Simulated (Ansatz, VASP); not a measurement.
Two plane-wave programs on SrCl2

INCAR

```
SYSTEM = SrCl2
PREC = Accurate
ENCUT = 520
EDIFF = 1E-7
ISMEAR = 0
SIGMA = 0.05
LREAL = .False.
LASPH = .True.
NELM = 100
ALGO = Normal
ISIF = 2
LWAVE = .False.
LCHARG = .True.
GGA = PE
LELF = .True.
LVHAR = .True.
NBANDS = 19
```

The input KPOINTS:

```
Automatic mesh
0
Gamma
  6 6 6
  0 0 0
```

Contents of POSCAR:

```
SrCl2
1.0
    0.0000000000      3.5946490767      3.4810581659
    3.5946490767      0.0000000000      3.4810581659
    3.5946490767      3.5946490767      0.0000000000
Sr Cl
1 2
Direct
    0.0000000000      0.0000000000      0.0000000000
    0.2500000000      0.2500000000      0.2500000000
    0.7500000000      0.7500000000      0.7500000000
```

Input for Ansatz:

```yaml
crystal:
  lattice:
    - [0.0, 3.5946490767, 3.4810581659]
    - [3.5946490767, 0.0, 3.4810581659]
    - [3.5946490767, 3.5946490767, 0.0]
  atoms:
    - { symbol: Sr, position: [0.0, 0.0, 0.0] }
    - { symbol: Cl, position: [0.25, 0.25, 0.25] }
    - { symbol: Cl, position: [0.75, 0.75, 0.75] }
basis:
  ecutwfc: 420
kpoints:
  mp_grid: { grid: [6, 6, 6] }
hamiltonian:
  xc: pbe
scf:
  occupations: { method: gaussian, width: 0.05 }
output:
  forces: true
  stress: true
  eigenvalues: true
```

Alike in both runs: task single point; functional PBE; k mesh 6 × 6 × 6; occupations gaussian, width 0.05 eV; no spin polarisation.

|  | VASP | Ansatz |
| --- | --- | --- |
| version | VASP 6.6.1 | Ansatz 0.2.0 |
| potentials or method | VASP PAW PBE potentials, release 64 (Sr_sv, Cl), cutoff 520 eV | scalar-relativistic, plane waves, PAW |
| valence electrons in the cell | 24 | 24 |

VASP gave:

```
gap on the k mesh at the Fermi level (eV)                     : 4.97
least direct gap on the mesh (eV)                             : 5.25
pressure (GPa)                                                : -0.9
traceless stress, the component that is largest in VASP (GPa) : 1.02
```

**Question.** Which values does Ansatz return?

**Answer.** gap on the k mesh at the Fermi level (eV): 4.97; least direct gap on the mesh (eV): 5.25; pressure (GPa): -0.9; traceless stress, the component that is largest in VASP (GPa): 1.03.

With one functional, cell and mesh, what is left measures potentials, basis and numerics.
